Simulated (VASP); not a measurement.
# Ag32Cl33 (a cell with a defect) in VASP: notebook

Ag32Cl33 (a cell with a defect) is run at these levels: PBEsol; tasks: single point.

Program: VASP 6.6.1. These are calculated values, not measurements. Logs are shortened: lines on timing, memory, paths and dates and some standing lists are left out, and cuts for length are marked.

**1. The cell of the first run**

The cell holds a defect, 65 atoms: a = 10.895 Å, b = 10.895 Å, c = 10.895 Å, α = 90.00°, β = 90.00°, γ = 90.00°.

**2. Single point, PBEsol**

The input, INCAR:

```
  ALGO = Normal
  EDIFF = 1E-6
  ENCUT = 400
  GGA = PS
  GGA_COMPAT = False
  ISIF = 2
  ISMEAR = -1
  ISYM = -1
  LASPH = True
  LCHARG = False
  LREAL = Auto
  LWAVE = False
  NBANDS = 330
  NELECT = 584.0
  NELM = 120
  PREC = Accurate
  SIGMA = 0.05
```

The input, KPOINTS:

```
explicit points
1
Reciprocal
  0.25000000   0.25000000   0.25000000 1
```

The input, POSCAR:

```
Ag32Cl33
1.0
   10.8954980000      0.0000000000      0.0000000000
    0.0000000000     10.8954980000      0.0000000000
    0.0000000000      0.0000000000     10.8954980000
Cl Ag
33 32
Direct
    0.2616120000      0.0324030000      0.9811600000
    0.2685850000      0.0205180000      0.4793190000
    0.2417440000      0.5199040000      0.0007830000
    0.1540000000      0.4701430000      0.5378010000
    0.7682870000      0.0068590000      0.9947390000
    0.7510350000      0.0045340000      0.5061360000
    0.7138590000      0.5078810000      0.9727660000
    0.7244210000      0.4898250000      0.4972470000
    0.0142270000      0.2372700000      0.0102300000
    0.0074160000      0.2010320000      0.4954130000
    0.9776670000      0.7321330000      0.0350260000
    0.9853830000      0.7271590000      0.5064010000
    0.5170930000      0.2432600000      0.9947820000
    0.5076770000      0.2396030000      0.5015410000
    0.4870900000      0.7526520000      0.9952230000
    0.5370870000      0.7609470000      0.5478730000
    0.9841120000      0.9705910000      0.2588990000
    0.0171270000      0.9932440000      0.7586650000
    0.9889440000      0.4838200000      0.2680600000
    0.9888960000      0.4969230000      0.8035440000
    0.5065940000      0.0013480000      0.2445940000
    0.5095500000      0.0068870000      0.7550040000
    0.5289770000      0.4694260000      0.2377550000
    0.4802620000      0.4868940000      0.7425560000
    0.2617650000      0.2755140000      0.2450580000
    0.2498540000      0.2472950000      0.7462420000
    0.2487930000      0.8113680000      0.1936860000
    0.2533170000      0.7545560000      0.7327140000
    0.7724800000      0.2383050000      0.2465720000
    0.7664870000      0.2539170000      0.7504710000
    0.7180700000      0.7420260000      0.2486480000
    0.7834950000      0.7578310000      0.7618110000
    0.3382480000      0.6278580000      0.3972390000
    0.0210370000      0.9796440000      0.0093730000
    0.0036420000      0.9648970000      0.5127730000
    0.9485360000      0.4752270000      0.0363790000
    0.9331940000      0.4319510000      0.5698700000
    0.5121030000      0.9969280000      0.9994940000
    0.5063550000      0.9880860000      0.4966490000
    0.4754610000      0.4939600000      0.0039100000
    0.4713480000      0.4749350000      0.5003600000
    0.2676730000      0.2772950000      0.9886690000
    0.2692900000      0.2765900000      0.4945690000
    0.2158050000      0.7838410000      0.9634660000
    0.2115960000      0.7973040000      0.4874480000
    0.7672640000      0.2625800000      0.0015280000
    0.7621900000      0.2446430000      0.4943880000
    0.7347520000      0.7607330000      0.0041900000
    0.7573480000      0.7470160000      0.4925860000
    0.2265470000      0.0431190000      0.2282770000
    0.2654860000      0.0040670000      0.7317710000
    0.2241290000      0.5218850000      0.2340740000
    0.2371380000      0.5039210000      0.7530120000
    0.7466300000      0.9885410000      0.2488510000
    0.7611140000      0.0034640000      0.7501010000
    0.7593860000      0.4961830000      0.2294510000
    0.7366280000      0.5167620000      0.7353820000
    0.0201380000      0.2181490000      0.2545610000
    0.0091380000      0.2458370000      0.7513430000
    0.0450960000      0.7239390000      0.2738260000
    0.0200720000      0.7410530000      0.7856890000
    0.5179950000      0.2363090000      0.2470880000
    0.5110350000      0.2469260000      0.7507210000
    0.4831030000      0.7445040000      0.2524280000
    0.5275840000      0.7378620000      0.7721930000
```

Potentials or basis: VASP PAW PBE potentials, release 64 (Cl, Ag).

Run with:

```bash
$ cat potpaw_PBE.64/Cl/POTCAR potpaw_PBE.64/Ag/POTCAR > POTCAR
$ mpirun -np 1 vasp_std > vasp.out
```

OUTCAR:

```text
EDIFF = 1E-6
   ENCUT = 400
   GGA = PS
   ISIF = 2
   ISMEAR = -1
   ISYM = -1
   LASPH = True
   LREAL = Auto
   NELECT = 584.0
   NELM = 120
   PREC = Accurate

 ion  position               nearest neighbor table
   1  0.262  0.032  0.981-  42 2.67  34 2.70  50 2.72  51 2.74  44 2.76  38 2.76
   2  0.269  0.021  0.479-  45 2.51  39 2.62  51 2.76  50 2.78  43 2.79  35 2.97
   3  0.242  0.520  0.001-  52 2.55  40 2.56  42 2.66  53 2.71  44 2.92
   4  0.154  0.470  0.538-  37 2.47  43 2.50  53 2.54
   5  0.768  0.007  0.995-  55 2.67  48 2.71  34 2.77  54 2.79  46 2.79  38 2.79
   6  0.751  0.005  0.506-  47 2.62  55 2.66  39 2.67  35 2.79  54 2.81  49 2.81
   7  0.714  0.508  0.973-  57 2.60  40 2.62  36 2.67  46 2.75  48 2.79  56 2.84
   8  0.724  0.490  0.497-  37 2.49  57 2.61  47 2.70  41 2.76  49 2.83  56 2.94
   9  0.014  0.237  0.010-  58 2.67  36 2.70  46 2.71  42 2.81  34 2.81  59 2.82
  10  0.007  0.201  0.495-  35 2.58  58 2.63  47 2.71  37 2.76  59 2.83  43 2.97
  11  0.978  0.732  0.035-  48 2.69  60 2.71  34 2.75  61 2.76  44 2.77  36 2.82
  12  0.985  0.727  0.506-  49 2.50  45 2.59  35 2.60  60 2.62  61 3.07
  13  0.517  0.243  0.995-  63 2.66  38 2.68  46 2.73  42 2.74  62 2.75  40 2.77
  14  0.508  0.240  0.502-  41 2.59  43 2.63  63 2.72  39 2.74  47 2.77  62 2.77
  15  0.487  0.753  0.995-  65 2.48  38 2.68  48 2.70  64 2.80  40 2.82  44 3.00
  16  0.537  0.761  0.548-  65 2.46  49 2.48  39 2.56
  17  0.984  0.971  0.259-  54 2.60  58 2.73  34 2.75  60 2.77  35 2.77  50 2.78
  18  0.017  0.993  0.759-  35 2.70  51 2.72  34 2.74  59 2.75  61 2.76  55 2.79
  19  0.989  0.484  0.268-  56 2.54  36 2.56  52 2.62  60 2.69  58 2.92
  20  0.989  0.497  0.804-  36 2.59  61 2.69  37 2.71  53 2.76  59 2.80  57 2.86
  21  0.507  0.001  0.245-  62 2.56  54 2.62  38 2.67  39 2.75  64 2.81  50 3.09
  22  0.510  0.007  0.755-  63 2.62  38 2.67  51 2.67  55 2.74  39 2.82  65 2.94
  23  0.529  0.469  0.238-  56 2.53  62 2.54  40 2.63  41 2.93  64 3.04
  24  0.480  0.487  0.743-  63 2.64  41 2.64  53 2.66  65 2.80  57 2.81  40 2.85
  25  0.262  0.276  0.245-  50 2.57  58 2.71  52 2.72  43 2.72  42 2.79  62 2.82
  26  0.250  0.247  0.746-  59 2.62  51 2.66  42 2.67  43 2.77  53 2.80  63 2.85
  27  0.249  0.811  0.194-  44 2.55  50 2.56  60 2.57  64 2.73
  28  0.253  0.755  0.733-  44 2.57  61 2.61  51 2.72  53 2.75  45 2.75  65 3.02
  29  0.772  0.238  0.247-  46 2.68  47 2.70  58 2.71  54 2.74  62 2.77  56 2.82
  30  0.766  0.254  0.750-  59 2.65  55 2.73  46 2.74  63 2.78  47 2.79  57 2.89
  31  0.718  0.742  0.249-  64 2.56  48 2.68  49 2.69  54 2.70  56 2.72
  32  0.783  0.758  0.762-  61 2.60  55 2.69  57 2.69  48 2.69  65 2.80  49 2.95
  33  0.338  0.628  0.397-  52 2.46  41 2.48  45 2.51  64 2.57
  34  0.021  0.980  0.009-   1 2.70  18 2.74  17 2.75  11 2.75   5 2.77   9 2.81  44 3.05  50 3.34
                            61 3.56
  35  0.004  0.965  0.513-  10 2.58  12 2.60  18 2.70  17 2.77   6 2.79  45 2.92   2 2.97  49 3.59

  36  0.949  0.475  0.036-  19 2.56  20 2.59   7 2.67   9 2.70  11 2.82  56 2.95  46 3.07
  37  0.933  0.432  0.570-   4 2.47   8 2.49  20 2.71  10 2.76  47 2.88  57 2.95  59 2.95
  38  0.512  0.997  0.999-  22 2.67  21 2.67  15 2.68  13 2.68   1 2.76   5 2.79  48 3.54
  39  0.506  0.988  0.497-  16 2.56   2 2.62   6 2.67  14 2.74  21 2.75  22 2.82
  40  0.475  0.494  0.004-   3 2.56   7 2.62  23 2.63  13 2.77  15 2.82  24 2.85  42 3.28
  41  0.471  0.475  0.500-  33 2.48  14 2.59  24 2.64   8 2.76  23 2.93  43 3.09
  42  0.268  0.277  0.989-   3 2.66  26 2.67   1 2.67  13 2.74  25 2.79   9 2.81  40 3.28  53 3.58
[... 24 lines left out ...]
  58  0.020  0.218  0.255-  10 2.63   9 2.67  25 2.71  29 2.71  17 2.73  19 2.92  50 2.96
  59  0.009  0.246  0.751-  26 2.62  30 2.65  18 2.75  20 2.80   9 2.82  10 2.83  37 2.95
  60  0.045  0.724  0.274-  27 2.57  12 2.62  19 2.69  11 2.71  17 2.77  52 2.97  45 3.06
  61  0.020  0.741  0.786-  32 2.60  28 2.61  20 2.69  11 2.76  18 2.76  44 2.92  12 3.07  53 3.52
                            34 3.56
[... 38 lines left out ...]
   TEBEG  =    0.0;   TEEND  =   0.0 temperature during run
   PSTRESS=    0.0 pullay stress
   NELECT =     584.0000    total number of electrons
   NUPDOWN=      -1.0000    fix difference up-down
   EMIN   =  10.00;   EMAX   =-10.00  energy-range for DOS
   EFERMI =   0.00;   METHOD = LEGACY
   ISMEAR =    -1;   SIGMA  =   0.05  broadening in eV -4-tet -1-fermi 0-gaus
   EFERMI_NEDOS =   21; number of points for ismear=-14 and -15
   IALGO  =     38    algorithm
   IMIX   =      4    mixing-type and parameters
     AMIX     =   0.40;   BMIX     =  1.00
     AMIX_MAG =   1.60;   BMIX_MAG =  1.00
  volume/ion in A,a.u.               =      19.90       134.28
  Fermi-wavevector in a.u.,A,eV,Ry     =   1.255930  2.373363 21.461281  1.577360
  Thomas-Fermi vector in A             =   2.389663
   LORBIT       =      0    0 simple, 1 ext, 2 COOP (PROOUT), +10 PAW based schemes
   GGA     = PS    functional components
   LHFCALC =     F    Hartree Fock is set to
   AEXX    =    0.0000 exact exchange contribution
   IVDW    =     0    specifies the selected vdW correction
   LEPSILON=     F    determine dielectric tensor
   LRPA    =     F    only Hartree local field effects (RPA)
 non-spin polarized calculation
  energy-cutoff  :      400.00
  volume of cell :     1293.43
 maximum number of plane-waves:     23502
 NGX is ok and might be reduce to    72
   NGX = 35   NGY = 35   NGZ = 35

 number of electron     584.0000031 magnetization

 Free energy of the ion-electron system (eV)
  ---------------------------------------------------
  ext. energy  EPLUGINS =         0.00000000
  ---------------------------------------------------
  free energy    TOTEN  =      -190.83193071 eV

  energy without entropy =     -190.83193016  energy(sigma->0) =     -190.83193043

 E-fermi :   5.2371     XC(G=0): -10.5795

 val. band max:        4.4340696780   @ k =   0.2500   0.2500   0.2500
 cond. band min:       6.0194680843   @ k =   0.2500   0.2500   0.2500
 fundamental gap:      1.5853984062
 Fermi energy:         5.2371396158

 k-point     1 :       0.2500    0.2500    0.2500
  band No.  band energies     occupation
      1     -11.0495      2.00000
      2     -10.9065      2.00000
      3     -10.8742      2.00000
      4     -10.8321      2.00000
      5     -10.7744      2.00000
      6     -10.7491      2.00000
[... 296 lines left out ...]
    303       8.0499      0.00000
    304       8.1253      0.00000
 [bands above 304 left out]

------------------------ aborting loop because EDIFF is reached ----------------------------------------

  FORCE on cell =-STRESS in cart. coord.  units (eV):
  Direction    XX          YY          ZZ          XY          YZ          ZX
  --------------------------------------------------------------------------------------
  -------------------------------------------------------------------------------------
  Total       20.7517712     20.0470924     19.5274576      0.9522434     -0.8354702     -0.5705771
  in kB       25.7054077     24.8325157     24.1888394      1.1795525     -1.0349045     -0.7067790
  external PRESSURE =      24.9089209 kB  Pullay stress =       0.0000000 kB

 VOLUME and BASIS-vectors are now :
 -----------------------------------------------------------------------------
  energy-cutoff  :      400.00
  volume of cell :     1293.43
      direct lattice vectors                 reciprocal lattice vectors
    10.895498000  0.000000000  0.000000000     0.091781027  0.000000000  0.000000000
     0.000000000 10.895498000  0.000000000     0.000000000  0.091781027  0.000000000
     0.000000000  0.000000000 10.895498000     0.000000000  0.000000000  0.091781027

 POSITION                                       TOTAL-FORCE (eV/Angst)
 -----------------------------------------------------------------------------------
      2.85039      0.35305     10.69023        -0.001194     -0.014041      0.013837
      2.92637      0.22355      5.22242         0.000420     -0.008057      0.004302
      2.63392      5.66461      0.00853        -0.017731     -0.009934     -0.007757
      1.67791      5.12244      5.85961        -0.001152     -0.011222     -0.009304
      8.37087      0.07473     10.83818        -0.006593      0.003784      0.007423
      8.18290      0.04940      5.51460        -0.004003     -0.003639     -0.000159
[... 57 lines left out ...]
      5.26365      8.11174      2.75033         0.004252      0.000039     -0.000123
      5.74829      8.03937      8.41343         0.005764     -0.004477      0.005555
 -----------------------------------------------------------------------------------
    total drift:                               -0.004051     -0.001474      0.001204

  FREE ENERGIE OF THE ION-ELECTRON SYSTEM (eV)
  ---------------------------------------------------
  free  energy   TOTEN  =      -190.8319307095 eV

  energy  without entropy=     -190.8319301570  energy(sigma->0) =     -190.83193043
```

Wall time 12 min (1 thread of Intel Xeon Platinum 8259CL at 2.50GHz (Skylake/Cascade Lake), shared host); peak memory 0.82 GiB.

Results:

```
Free energy   : -190.8319 eV
Largest force : 0.022 eV/Å
```

Forces on the atoms (eV/Å):
```
Cl  -0.001 -0.014  0.014
Cl   0.000 -0.008  0.004
Cl  -0.018 -0.010 -0.008
Cl  -0.001 -0.011 -0.009
Cl  -0.007  0.004  0.007
Cl  -0.004 -0.004  0.000
Cl  -0.003 -0.005  0.009
Cl   0.011 -0.009  0.006
Cl  -0.002  0.003 -0.005
Cl   0.010  0.003  0.005
Cl   0.011  0.002  0.007
Cl  -0.005  0.005 -0.001
Cl   0.004  0.013  0.005
Cl  -0.001  0.009 -0.005
Cl   0.011  0.002 -0.004
Cl   0.003 -0.003  0.000
Cl   0.009 -0.003 -0.004
Cl  -0.002 -0.008 -0.003
Cl   0.011  0.002 -0.005
Cl   0.010  0.002  0.009
Cl  -0.007 -0.011  0.001
Cl  -0.002  0.005  0.001
Cl   0.013  0.001 -0.011
Cl   0.004 -0.004  0.000
Cl  -0.010 -0.004  0.000
Cl  -0.003  0.006 -0.008
Cl  -0.008  0.012 -0.011
Cl  -0.003  0.008  0.006
Cl  -0.007  0.007 -0.001
Cl  -0.003 -0.010 -0.002
Cl  -0.003 -0.002 -0.001
Cl   0.000 -0.002 -0.002
Cl   0.004  0.011  0.016
Ag   0.008 -0.002  0.003
Ag  -0.006  0.000  0.000
Ag  -0.003  0.000 -0.003
Ag  -0.008 -0.002 -0.006
Ag   0.010 -0.003 -0.001
Ag  -0.003 -0.005  0.001
Ag  -0.004 -0.017 -0.003
Ag  -0.009 -0.008  0.004
Ag   0.006  0.009 -0.003
Ag   0.001 -0.002  0.000
Ag  -0.002  0.009 -0.005
Ag  -0.005  0.009 -0.009
Ag   0.002  0.006 -0.001
Ag   0.002  0.005  0.004
Ag  -0.011  0.011 -0.010
Ag   0.000  0.008  0.000
Ag  -0.002  0.003 -0.005
Ag   0.002 -0.004  0.005
Ag  -0.006  0.001  0.005
Ag   0.001 -0.006  0.008
Ag   0.001  0.000 -0.004
Ag   0.006  0.004 -0.003
Ag  -0.009 -0.004  0.003
Ag  -0.005  0.018 -0.009
Ag   0.002  0.004 -0.001
Ag   0.002  0.002  0.001
Ag   0.000 -0.014 -0.001
Ag   0.002  0.004  0.009
Ag   0.004 -0.003  0.000
Ag   0.001 -0.004  0.002
Ag   0.004  0.000  0.000
Ag   0.006 -0.004  0.006
```

Caveat: the cell carries a net charge on a neutralising background, which shifts energy and pressure; the cell is charged against a uniform background, so pressure and absolute levels hang on convention; the PAW data sets were made with another functional, which shifts forces and pressure a little.

(Part 1 of 2 ends here.)
